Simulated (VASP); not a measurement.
# Cu (P6/mmm) in VASP: a series of runs

Cu is run at these levels: BLYP; tasks: single point.

All numbers are computed with VASP 6.6.1; they aren't measurements. Logs are shortened: lines on timing, memory, paths and dates and some standing lists are left out, and cuts for length are marked.

## (1) The cell of the first run

Symmetry: P6/mmm, No. 191, hexagonal system. The conventional cell has a = 4.096 Å, b = 4.096 Å, c = 2.459 Å, α = 90.00°, β = 90.00°, γ = 120.00°. Cu (site symmetry 6/mmm) has 14 Cu at 2.46 to 2.67 Å within 3.2 Å. Within 3.1 Å of Cu (site symmetry -6m2) lie 11 Cu at 2.36 to 2.67 Å.

This isn't the form of Cu at room conditions, which is fcc.

## (2) Single point, BLYP (11.91 Å³/atom)

File INCAR:

```
PREC     = Accurate       # precision mode
ENCUT    = 520            # plane-wave cutoff, eV
EDIFF    = 1E-6           # SCF threshold, eV
ISMEAR   = -1             # smearing method
SIGMA    = 0.1            # smearing width, eV
LREAL    = False          # projectors in reciprocal space
LASPH    = True           # aspherical terms in the spheres
NELM     = 80             # most SCF steps
ALGO     = Normal         # electronic algorithm
ISIF     = 2              # what is computed and relaxed
LWAVE    = False          # write WAVECAR
LCHARG   = False          # write CHGCAR
GGA      = B5             # functional
ALDAX    = 1.0          
AGGAX    = 1.0          
AGGAC    = 1.0          
ALDAC    = 0.0          
NBANDS   = 24             # bands
```

File KPOINTS:

```
Automatic mesh
0
Gamma
  10 10 14
```

File POSCAR:

```
Cu
1.0
    4.0956019945      0.0000000000      0.0000000000
   -2.0478009972      3.5468953710      0.0000000000
    0.0000000000      0.0000000000      2.4589703224
Cu
3
Direct
    1.0000000000      1.0000000000      0.0000000000
    0.3333333333      0.6666666667      0.5000000000
    0.6666666667      0.3333333333      0.5000000000
```

Potentials or basis: VASP PAW PBE potentials, release 64 (Cu).

Started as:

```console
$ cat potpaw_PBE.64/Cu/POTCAR > POTCAR
$ mpirun -np 1 vasp_std > vasp.out
```

OUTCAR:

```text
PREC = Accurate
   ENCUT = 520
   EDIFF = 1E-6
   ISMEAR = -1
   LREAL = False
   LASPH = True
   NELM = 80
   ISIF = 2
   GGA = B5

 ion  position               nearest neighbor table
   1  0.000  0.000  0.000-   2 2.67   3 2.67   2 2.67   3 2.67   2 2.67   2 2.67   3 2.67   3 2.67
                             3 2.67   3 2.67   2 2.67   2 2.67
   2  0.333  0.667  0.500-   3 2.36   3 2.36   3 2.36   1 2.67   1 2.67   1 2.67   1 2.67   1 2.67
                             1 2.67
   3  0.667  0.333  0.500-   2 2.36   2 2.36   2 2.36   1 2.67   1 2.67   1 2.67   1 2.67   1 2.67
                             1 2.67

  LATTYP: Found a hexagonal cell.
 ALAT       =     4.0956019945
 C/A-ratio  =     0.6003928911

  Lattice vectors:

 A1 = (   4.0956019945,   0.0000000000,   0.0000000000)
 A2 = (  -2.0478009972,   3.5468953710,   0.0000000000)
 A3 = (   0.0000000000,   0.0000000000,   2.4589703224)

Analysis of symmetry for initial positions (statically):
=====================================================================
 Subroutine PRICEL returns:
 Original cell was already a primitive cell.

 Routine SETGRP: Setting up the symmetry group for a
 hexagonal supercell.

 Subroutine GETGRP returns: Found 24 space group operations
 (whereof 24 operations were pure point group operations)
 out of a pool of 24 trial point group operations.

The static configuration has the point symmetry D_6h.

Analysis of symmetry for dynamics (positions and initial velocities):
=====================================================================
 Subroutine PRICEL returns:
 Original cell was already a primitive cell.

 Routine SETGRP: Setting up the symmetry group for a
 hexagonal supercell.

 Subroutine GETGRP returns: Found 24 space group operations
 (whereof 24 operations were pure point group operations)
 out of a pool of 24 trial point group operations.

The dynamic configuration has the point symmetry D_6h.

 Subroutine INISYM returns: Found 24 space group operations
 (whereof 24 operations are pure point group operations),
 and found     1 'primitive' translations

----------------------------------------------------------------------------------------

                                     Primitive cell

  volume of cell :      35.7207

  direct lattice vectors                    reciprocal lattice vectors
     4.095601994  0.000000000  0.000000000     0.244164350  0.140968353  0.000000000
    -2.047800997  3.546895371  0.000000000     0.000000000  0.281936707  0.000000000
     0.000000000  0.000000000  2.458970322     0.000000000  0.000000000  0.406674286

  length of vectors
     4.095601994  4.095601994  2.458970322     0.281936707  0.281936707  0.406674286

  position of ions in fractional coordinates (direct lattice)
     0.000000000  0.000000000  0.000000000
     0.333333333  0.666666667  0.500000000
     0.666666667  0.333333333  0.500000000

  ion indices of the primitive-cell ions
   primitive index   ion index
                 1           1
                 2           2
                 3           3

----------------------------------------------------------------------------------------

 KPOINTS: Automatic mesh

Automatic generation of k-mesh.
 Grid dimensions read from file:
 generate k-points for:   10   10   14

 Generating k-lattice:

  Cartesian coordinates                     Fractional coordinates (reciprocal lattice)
     0.024416435  0.014096835  0.000000000     0.100000000  0.000000000  0.000000000
     0.000000000  0.028193671  0.000000000     0.000000000  0.100000000  0.000000000
     0.000000000  0.000000000  0.029048163     0.000000000  0.000000000  0.071428571

  Length of vectors
     0.028193671  0.028193671  0.029048163

  Shift w.r.t. Gamma in fractional coordinates (k-lattice)
     0.000000000  0.000000000  0.000000000

 Subroutine IBZKPT returns following result:
 ===========================================

 Found    112 irreducible k-points:

 Following reciprocal coordinates:
            Coordinates               Weight
  0.000000  0.000000  0.000000      1.000000
  0.100000 -0.000000  0.000000      6.000000
  0.200000 -0.000000  0.000000      6.000000
  0.300000 -0.000000  0.000000      6.000000
  0.400000 -0.000000  0.000000      6.000000
  0.500000 -0.000000  0.000000      3.000000
[... 16 lines left out ...]
  0.300000  0.100000  0.071429     24.000000
  0.400000  0.100000  0.071429     24.000000
 [... further k-points ...]
   k-points           NKPTS =    112   k-points in BZ     NKDIM =    112   number of bands    NBANDS=     24
   number of dos      NEDOS =    301   number of ions     NIONS =      3
   total plane-waves  NPLWV =  16200
   dimension x,y,z NGX =    30 NGY =   30 NGZ =   18
   dimension x,y,z NGXF=    60 NGYF=   60 NGZF=   36
   ions per type =               3
   NGX,Y,Z   is equivalent  to a cutoff of  12.18, 12.18, 12.17 a.u.
   NGXF,Y,Z  is equivalent  to a cutoff of  24.35, 24.35, 24.34 a.u.
 SYSTEM =  unknown system
   PREC   = accura    normal or accurate (medium, high low for compatibility)
   ISTART =      0    job   : 0-new  1-cont  2-samecut
   ICHARG =      2    charge: 1-file 2-atom 10-const
   ISPIN  =      1    spin polarized calculation?
   LNONCOLLINEAR =      F non collinear calculations
   LSORBIT =      F    spin-orbit coupling
   LASPH  =      T    aspherical Exc in radial PAW
   ENCUT  =  520.0 eV  38.22 Ry    6.18 a.u.   7.62  7.62  4.57*2*pi/ulx,y,z
   NELM   =     80;   NELMIN=  2; NELMDL= -5     # of ELM steps
   EDIFF  = 0.1E-05   stopping-criterion for ELM
   LREAL  =      F    real-space projection
   EDIFFG = 0.1E-04   stopping-criterion for IOM
   NSW    =      0    number of steps for IOM
   IBRION =     -1    ionic relax: 0-MD 1-quasi-New 2-CG
   NFREE  =      0    steps in history (QN), initial steepest desc. (CG)
   ISIF   =      2    stress and relaxation
   ISYM   =      2    0-nonsym 1-usesym 2-fastsym
   POTIM  = 0.5000    time-step for ionic-motion
   TEBEG  =    0.0;   TEEND  =   0.0 temperature during run
   PSTRESS=    0.0 pullay stress
   NELECT =      33.0000    total number of electrons
   NUPDOWN=      -1.0000    fix difference up-down
   EMIN   =  10.00;   EMAX   =-10.00  energy-range for DOS
   EFERMI =   0.00;   METHOD = LEGACY
   ISMEAR =    -1;   SIGMA  =   0.10  broadening in eV -4-tet -1-fermi 0-gaus
   EFERMI_NEDOS =   21; number of points for ismear=-14 and -15
   IALGO  =     38    algorithm
   IMIX   =      4    mixing-type and parameters
     AMIX     =   0.40;   BMIX     =  1.00
     AMIX_MAG =   1.60;   BMIX_MAG =  1.00
  volume/ion in A,a.u.               =      11.91        80.35
  Fermi-wavevector in a.u.,A,eV,Ry     =   1.594433  3.013042 34.588967  2.542217
  Thomas-Fermi vector in A             =   2.692508
   LORBIT       =      0    0 simple, 1 ext, 2 COOP (PROOUT), +10 PAW based schemes
   GGA     = B5    functional components
   LHFCALC =     F    Hartree Fock is set to
   AEXX    =    0.0000 exact exchange contribution
   IVDW    =     0    specifies the selected vdW correction
   LEPSILON=     F    determine dielectric tensor
   LRPA    =     F    only Hartree local field effects (RPA)
 non-spin polarized calculation
  energy-cutoff  :      520.00
  volume of cell :       35.72
 maximum number of plane-waves:       993
   NGX = 15   NGY = 15   NGZ =  9

 number of electron      32.9999962 magnetization

 Free energy of the ion-electron system (eV)
  ---------------------------------------------------
  ext. energy  EPLUGINS =         0.00000000
  ---------------------------------------------------
  free energy    TOTEN  =        -8.66151486 eV

  energy without entropy =       -8.63135512  energy(sigma->0) =       -8.64643499

 E-fermi :   8.0131     XC(G=0): -12.1016

 val. band max:        7.9779483039   @ k =   0.2000   0.1000   0.5000
 cond. band min:       8.0428669263   @ k =   0.5000  -0.0000   0.4286
 fundamental gap:      0.0649186224
 Fermi energy:         8.0131041201

 k-point     1 :       0.0000    0.0000    0.0000
  band No.  band energies     occupation
      1      -1.2202      2.00000
      2       3.3827      2.00000
      3       4.3110      2.00000
      4       4.3124      2.00000
      5       4.3124      2.00000
      6       4.3721      2.00000
[... 16 lines left out ...]
     23      22.9976      0.00000
     24      28.6339      0.00000

 k-point     2 :       0.1000   -0.0000    0.0000
  band No.  band energies     occupation
      1      -1.0937      2.00000
      2       3.3880      2.00000
      3       4.0198      2.00000
      4       4.1843      2.00000
      5       4.2502      2.00000
      6       4.4915      2.00000
[... 16 lines left out ...]
     23      23.1745      0.00000
     24      28.6717      0.00000

 k-point     3 :       0.2000   -0.0000    0.0000
  band No.  band energies     occupation
      1      -0.7190      2.00000
      2       3.3463      2.00000
      3       3.7107      2.00000
      4       4.0471      2.00000
      5       4.1213      2.00000
      6       4.4898      2.00000
[... 16 lines left out ...]
     23      23.6950      0.00000
     24      28.7474      0.00000

 k-point     4 :       0.3000   -0.0000    0.0000
  band No.  band energies     occupation
      1      -0.1119      2.00000
      2       3.1310      2.00000
      3       3.3617      2.00000
      4       3.9239      2.00000
      5       4.1311      2.00000
      6       4.4130      2.00000
[... 16 lines left out ...]
     23      24.5326      0.00000
     24      26.4938      0.00000

 k-point     5 :       0.4000   -0.0000    0.0000
  band No.  band energies     occupation
      1       0.6940      2.00000
      2       2.5556      2.00000
      3       3.0212      2.00000
      4       4.0042      2.00000
      5       4.1822      2.00000
      6       4.2913      2.00000
[... 451 lines left out ...]
 k-point    22 :       0.2000    0.1000    0.0714
  band No.  band energies     occupation
      1      -0.2239      2.00000
      2       3.3049      2.00000
      3       3.5530      2.00000
      4       3.8899      2.00000
      5       4.2663      2.00000
      6       4.5231      2.00000
[... 16 lines left out ...]
     23      22.5656      0.00000
     24      26.6611      0.00000

 k-point    23 :       0.3000    0.1000    0.0714
  band No.  band energies     occupation
      1       0.4767      2.00000
      2       2.9729      2.00000
      3       3.1843      2.00000
      4       3.9738      2.00000
      5       4.2252      2.00000
      6       4.4339      2.00000
[... 16 lines left out ...]
     23      23.3726      0.00000
     24      24.0986      0.00000

 k-point    24 :       0.4000    0.1000    0.0714
  band No.  band energies     occupation
      1       1.3359      2.00000
      2       2.2458      2.00000
      3       2.9966      2.00000
      4       4.1161      2.00000
      5       4.2252      2.00000
      6       4.3009      2.00000
[... 16 lines left out ...]
     23      24.4162      0.00000
     24      24.7717      0.00000

 [... further k-points ...]

------------------------ aborting loop because EDIFF is reached ----------------------------------------

  FORCE on cell =-STRESS in cart. coord.  units (eV):
  Direction    XX          YY          ZZ          XY          YZ          ZX
  --------------------------------------------------------------------------------------
  -------------------------------------------------------------------------------------
  Total        2.7209595      2.7209595      2.5628099      0.0000000      0.0000000      0.0000000
  in kB      122.0431046    122.0431046    114.9496248      0.0000000      0.0000000      0.0000000
  external PRESSURE =     119.6786113 kB  Pullay stress =       0.0000000 kB

 VOLUME and BASIS-vectors are now :
 -----------------------------------------------------------------------------
  energy-cutoff  :      520.00
  volume of cell :       35.72
      direct lattice vectors                 reciprocal lattice vectors
     4.095601994  0.000000000  0.000000000     0.244164350  0.140968353  0.000000000
    -2.047800997  3.546895371  0.000000000     0.000000000  0.281936707  0.000000000
     0.000000000  0.000000000  2.458970322     0.000000000  0.000000000  0.406674286

 POSITION                                       TOTAL-FORCE (eV/Angst)
 -----------------------------------------------------------------------------------
      0.00000      0.00000      0.00000         0.000000      0.000000      0.000000
     -0.00000      2.36460      1.22949         0.000000      0.000000      0.000000
      2.04780      1.18230      1.22949        -0.000000     -0.000000      0.000000
 -----------------------------------------------------------------------------------
    total drift:                                0.000000     -0.000000      0.000000

  FREE ENERGIE OF THE ION-ELECTRON SYSTEM (eV)
  ---------------------------------------------------
  free  energy   TOTEN  =        -8.6615148612 eV

  energy  without entropy=       -8.6313551214  energy(sigma->0) =       -8.64643499
```

Wall time 2.7 min (1 thread of AMD EPYC 7R13, shared host); peak memory 0.17 GiB.

What came out:

| Property | Result |
| --- | --- |
| Free energy | -8.6615 eV |
| Pressure | 12.0 GPa |
| Band gap on the k mesh | zero (an odd number of electrons rules out a gap without spin polarisation) |

Stress tensor (GPa, compression positive):
```
12.20  0.00  0.00
 0.00 12.20  0.00
 0.00  0.00 11.49
```

Levels at points of the mesh, in eV from the Fermi level:
```tsv
k point	band 14	band 15	band 16	band 17	band 18	band 19
(0.00, 0.00, 0.00)	-2.47	-1.70	-1.70	4.63	4.63	4.63
(0.50, 0.00, 0.00)	-1.91	-1.89	-1.75	-1.66	-0.54	4.08
(0.00, 0.00, 0.50)	-1.83	-1.39	-0.33	0.28	8.19	8.59
(0.50, 0.00, 0.50)	-1.71	-1.53	0.65	0.82	3.49	3.61
```

Caveat: the cell stands under pressure; the PAW data sets were made with another functional, which shifts forces and pressure a little.

(Part 1 of 3 ends here.)

The gap in the log of VASP goes by the Fermi energy; the results here count the filled bands.